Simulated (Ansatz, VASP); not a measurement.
**SrO: VASP beside Ansatz**

The input INCAR:

```
SYSTEM = SrO
PREC     = Accurate       ! precision mode
ENCUT    = 520            ! plane-wave cutoff, eV
EDIFF    = 1E-7           ! SCF threshold, eV
ISMEAR   = 0              ! smearing method
SIGMA    = 0.01           ! smearing width, eV
LREAL    = .FALSE.        ! projectors in reciprocal space
LASPH    = .TRUE.         ! aspherical terms in the spheres
NELM     = 150            ! most SCF steps
ALGO     = Normal         ! electronic algorithm
ISIF     = 2              ! what is computed and relaxed
LWAVE    = .FALSE.        ! write WAVECAR
LCHARG   = .FALSE.        ! write CHGCAR
MAGMOM   = 0 0 0 0 0 0    ! initial moments
LORBIT   = 11             ! projections on sites
LSORBIT  = .TRUE.         ! spin-orbit coupling
GGA_COMPAT= .FALSE.      
LORBMOM  = .TRUE.       
GGA      = PS             ! functional
NBANDS   = 28             ! bands
```

KPOINTS

```
regular mesh
0
G
  8 8 8
  0 0 0
```

POSCAR

```
SrO
1.0
    0.0000000000      2.5486366918      2.5486366918
    2.5486366918      0.0000000000      2.5486366918
    2.5486366918      2.5486366918      0.0000000000
Sr O
1 1
Direct
    0.5000000000      0.5000000000      0.5000000000
    0.0000000000      0.0000000000      0.0000000000
```

Input for Ansatz:

```yaml
crystal:
  lattice:
    - [0.0, 2.54863669183, 2.54863669183]
    - [2.54863669183, 0.0, 2.54863669183]
    - [2.54863669183, 2.54863669183, 0.0]
  atoms:
    - { symbol: Sr, position: [0.5, 0.5, 0.5] }
    - { symbol: O, position: [0.0, 0.0, 0.0] }
kpoints:
  mp_grid: { grid: [8, 8, 8] }
scf:
  occupations: { method: fixed }
  convergence: { dr2_threshold: 1.0e-10 }
hamiltonian:
  xc: pbesol
  pseudopotentials: { kind: all_electron, lapw: { basis_error: 0.0005 } }
magnetization:
  noncollinear: true
  spin_orbit: true
output:
  forces: true
  stress: true
  eigenstates:
    kpoints:
      - [0.0, 0.0, 0.0]
      - [0.0, -0.5, -0.5]
      - [-0.5, 0.0, -0.5]
      - [-0.5, -0.5, 0.0]
      - [-0.5, 0.0, 0.0]
      - [0.0, -0.5, 0.0]
      - [0.0, 0.0, -0.5]
      - [-0.5, -0.5, -0.5]
  eigenvalues: true
```

Alike in both runs: task single point; functional PBEsol; k mesh 8 × 8 × 8; non-collinear spin, spin-orbit coupling.

|  | VASP | Ansatz |
| --- | --- | --- |
| version | VASP 6.6.1 | Ansatz 0.2.0 |
| potentials or method | VASP PAW PBE potentials, release 64 (Sr_sv, O), cutoff 520 eV | all-electron LAPW |
| occupations | gaussian, width 0.01 eV | fixed |

Ansatz gave:

```
pressure (GPa)           : 1.4
net moment per atom (μB) : 0.00
```

Task: Estimate VASP's values.

Result: Pressure (GPa): 2.1; net moment per atom (μB): 0.00.

VASP's potentials were made for PBE, not for PBEsol. Ansatz ran all-electron here, and VASP with PAW potentials.
